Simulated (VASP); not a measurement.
Crystal: TeWS4.

```xyz
6
Lattice="0.0000 4.0717 4.0717 4.0717 0.0000 4.0717 4.0717 4.0717 0.0000" Properties=species:S:1:pos:R:3 pbc="T T T"
Te    2.0359    2.0359    2.0359
W     0.0000    0.0000    0.0000
S     3.0513    3.0513    5.0922
S     5.0922    5.0922    5.0922
S     5.0922    3.0513    3.0513
S     3.0513    5.0922    3.0513
```

The cell was built from a structure type or drawn by symmetry, and may not be a known phase.

| Quantity | Value |
| --- | --- |
| Program | VASP 6.6.1 |
| Task | relaxation of cell and atoms |
| Functional | PBE |
| Potentials or basis | VASP PAW PBE potentials, release 64 (Te, W_sv, S) |
| Cutoff | 600 eV |
| k mesh | 4 × 4 × 4 |
| Occupations | gaussian, width 0.1 eV |
| Spin | collinear spin |
| Starting moments | [-0.11, 0.93, -0.01, -0.01, -0.01, -0.01] μB |

At the start: pressure -13.9 GPa; volume 22.50 Å³/atom.

Problem. How do energy, volume and symmetry change on relaxing?

Solution. Over 6 steps the energy falls by 300.8 meV/atom and the volume is 17.23 Å³/atom (-23.4 %); space group F-43m (No. 216, to 0.1 Å) before and after; moment 0.00 μB per cell.

The path:
```tsv
step	energy change (eV)	largest force (eV/Å)	pressure (GPa)	volume (Å³)
1	0.0000	0.2760	-13.95	135.01
2	-1.7799	0.1109	2.59	100.23
3	-1.8000	0.1417	0.08	102.78
4	-1.7992	0.1482	-0.45	103.37
5	-1.8024	0.0956	-0.42	103.38
6	-1.8049	0.0086	-0.33	103.40
```

Final structure:
```yaml
crystal:
  lattice:
    - [0.00000, 3.72527, 3.72527]
    - [3.72527, 0.00000, 3.72527]
    - [3.72527, 3.72527, 0.00000]
  atoms:
    - { symbol: Te, position: [0.25000, 0.25000, 0.25000] }
    - { symbol: W, position: [0.00000, 0.00000, 0.00000] }
    - { symbol: S, position: [0.62760, 0.62760, 0.11720] }
    - { symbol: S, position: [0.62760, 0.62760, 0.62760] }
    - { symbol: S, position: [0.11720, 0.62760, 0.62760] }
    - { symbol: S, position: [0.62760, 0.11720, 0.62760] }
```

Caveat: the volume moved by over 15 % at a fixed basis, so the end points are rough.
